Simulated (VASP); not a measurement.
Set up this calculation in VASP 6.6.1, as the native input.

* Task: single point
* Functional: LDA
* Potentials or basis: VASP PAW LDA potentials, release 64 (Sn_d, Se)
* Cutoff: 500 eV
* k mesh: 9 × 9 × 9
* Occupations: fermi-dirac, width 0.02 eV
* Spin: no spin polarisation
* Dipole correction: no
* Further INCAR settings: ALGO = Normal; EDIFF = 1e-06; NBANDS = 17

The structure of SnSe lies in POSCAR:

```
SnSe
1.0
   -0.0301000000      2.9949500000      2.9949500000
    2.9949500000     -0.0301000000      2.9949500000
    2.9949500000      2.9949500000     -0.0301000000
Sn Se
1 1
Direct
    0.0000000000      0.0000000000      0.0000000000
    0.5000000000      0.5000000000      0.5000000000
```

This cell differs from its parent crystal: equal xy, yz and zx shear strains of -1 %.

These files were run (other wordings do the same):

INCAR

```
SYSTEM = SnSe
ALGO = Normal
EDIFF = 1E-6
ENCUT = 500
GGA_COMPAT = .False.
ISIF = 2
ISMEAR = -1
LASPH = .True.
LCHARG = .False.
LREAL = .False.
LWAVE = .False.
NBANDS = 17
NELM = 120
PREC = Accurate
SIGMA = 0.02
```

KPOINTS

```
k-points
0
Gamma
  9 9 9
  0 0 0
```

Potentials or basis: VASP PAW LDA potentials, release 64 (Sn_d, Se).

The run is started by

```console
$ cat potpaw_LDA.64/Sn_d/POTCAR potpaw_LDA.64/Se/POTCAR > POTCAR
$ mpirun -np 1 vasp_std > vasp.out
```

It gave:

```yaml
Pressure: -3.2 GPa
Band_gap_on_the_k_mesh: 0.47 eV, indirect (least direct gap 0.56 eV)
```

Caveat: the cell differs from its parent crystal (equal xy, yz and zx shear strains of -1 %); spin-orbit coupling is left out, which moves the levels of the heavy elements.

Run time: 50 s on 1 thread of Intel(R) Xeon(R) Platinum 8259CL CPU @ 2.50GHz (Skylake/Cascade Lake), on a shared host, peak memory 0.2 GiB.
